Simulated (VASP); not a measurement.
# Na: elastic constants with PBEsol

The system is Na.

```xyz
1
Lattice="-2.0889 2.0889 2.0889 2.0889 -2.0889 2.0889 2.0889 2.0889 -2.0889" Properties=species:S:1:pos:R:3 pbc="T T T"
Na    0.0000    0.0000    0.0000
```

- Program: VASP 6.6.1
- Task: elastic constants
- Functional: PBEsol
- Potentials or basis: VASP PAW PBE potentials, release 64 (Na_pv)
- Cutoff: 600 eV
- k mesh: 16 × 16 × 16
- Occupations: fermi-dirac, width 0.15 eV
- Spin: no spin polarisation
- Dipole correction: no
- Ions in elastic constants: relaxed
- Further INCAR settings: ALGO = Fast; EDIFF = 1e-08; IBRION = 6; POTIM = 0.015; NSW = 1; ISIF = 3

```json
{
  "Elastic constants C11, C12, C44": "8, 7, 6 GPa",
  "Voigt bulk modulus": "7 GPa"
}
```

Elastic tensor in Voigt notation (GPa, in the Cartesian axes of the cell as first typed):
```
8 7 7 0 0 0
7 8 7 0 0 0
7 7 8 0 0 0
0 0 0 6 0 0
0 0 0 0 6 0
0 0 0 0 0 6
```

Clamped-ion elastic tensor (GPa):
```
8 7 7 0 0 0
7 8 7 0 0 0
7 7 8 0 0 0
0 0 0 6 0 0
0 0 0 0 6 0
0 0 0 0 0 6
```

Wall time 32 min on 1 thread of Intel(R) Xeon(R) Platinum 8488C (Sapphire Rapids) (shared host), peak memory 0.64 GiB.

Caveat: the PAW data sets were made with another functional, which shifts forces and pressure a little.
